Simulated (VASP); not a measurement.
PbS (NiAs type), 4 atoms in the cell. Symmetry: P6_3/mmc, No. 194, hexagonal system. Conventional cell: a = 4.019 Å, b = 4.019 Å, c = 7.276 Å, α = 90.00°, β = 90.00°, γ = 120.00°. Pb (site symmetry -3m) has 6 S at 2.95 Å and 2 Pb at 3.64 Å within 3.9 Å. S (site symmetry -6m2) has 6 Pb at 2.95 Å within 3.9 Å. 

| Property | Result |
| --- | --- |
| Program | VASP 6.6.1 |
| Task | single point |
| Functional | PBE |
| Potentials or basis | VASP PAW PBE potentials, release 64 (Pb_d, S) |
| Cutoff | 520 eV |
| k mesh | 9 × 9 × 5 |
| Occupations | fermi-dirac, width 0.08 eV |
| Spin | no spin polarisation |
| Dipole correction | no |
| Further INCAR settings | ALGO = Normal; EDIFF = 1e-07; NBANDS = 28 |

Potentials or basis: VASP PAW PBE potentials, release 64 (Pb_d, S).

Run with:

```sh
$ cat potpaw_PBE.64/Pb_d/POTCAR potpaw_PBE.64/S/POTCAR > POTCAR
$ mpirun -np 1 vasp_std > vasp.out
```

Hardware: 1 thread of Intel(R) Xeon(R) 6975P-C (Granite Rapids), on a shared host.

Q: How long does it take, and how much memory?

A: It took 45 s on 1 thread of Intel(R) Xeon(R) 6975P-C (Granite Rapids) (shared host), peak memory 0.25 GiB. Counts: scf iterations 15, k points 36.
